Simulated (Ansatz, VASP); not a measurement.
# One calculation of Ce, two programs

```xyz
1
Lattice="0.0000 2.3775 2.3775 2.3775 0.0000 2.3775 2.3775 2.3775 0.0000" Properties=species:S:1:pos:R:3 pbc="T T T"
Ce    0.0000    0.0000    0.0000
```

Alike in both runs: task single point; functional PBE; k mesh 11 × 11 × 11; occupations methfessel-paxton of order 1, width 0.3 eV; no spin polarisation.

```csv
,VASP,Ansatz
version,VASP 6.6.1,Ansatz 0.2.0
potentials or method,"VASP PAW PBE potentials, release 64 (Ce), cutoff 500 eV","plane waves (420 eV) with PAW, scalar-relativistic"
valence electrons in the cell,12,12
```

Ansatz gave:

* pressure (GPa): -0.9

**Question.** Estimate VASP's values.

**Answer.** Pressure (GPa): -1.2.

Spin-orbit coupling is off throughout.
